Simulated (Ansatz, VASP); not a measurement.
## One calculation of Te4W, two programs

```
Te W
1.0
     5.40689    0.00000    0.00000
     0.00000    5.40689    0.00000
     0.00000    0.00000    5.40689
Te W
4 1
Direct
  0.00000 0.00000 0.00000
  0.50000 0.50000 0.00000
  0.50000 0.00000 0.50000
  0.00000 0.50000 0.50000
  0.50000 0.50000 0.50000
```

Change from the starting cell: species swapped into the Ni4N type (Pm-3m, No. 221).

Alike in both runs: task relaxation of cell and atoms; functional PBE; k mesh 8 × 8 × 8; occupations gaussian, width 0.1 eV; no spin polarisation.

|  | VASP | Ansatz |
| --- | --- | --- |
| version | VASP 6.6.1 | Ansatz 0.2.0 |
| potentials or method | VASP PAW PBE potentials, release 64 (Te, W_sv), cutoff 600 eV | scalar-relativistic, plane waves, PAW |
| valence electrons in the cell | 38 | 78 |

Ansatz gave:

```
gap on the k mesh at the Fermi level, each at its own relaxed structure (eV) : none
relaxed volume (Å³/atom)                                                     : 29.67
relaxed cell length with the largest relative difference (Å)                 : 5.294
```

Question: What did VASP give for the same quantities?

Answer: gap on the k mesh at the Fermi level, each at its own relaxed structure (eV): none; relaxed volume (Å³/atom): 29.65; relaxed cell length with the largest relative difference (Å): 5.293.

A gap of «none» marks a metal or a gap that the smearing closes. VASP's potentials hold 38 valence electrons a cell and Ansatz's 78, so a difference there can come from the potentials and not from the codes.

Neither program's run includes spin-orbit coupling.
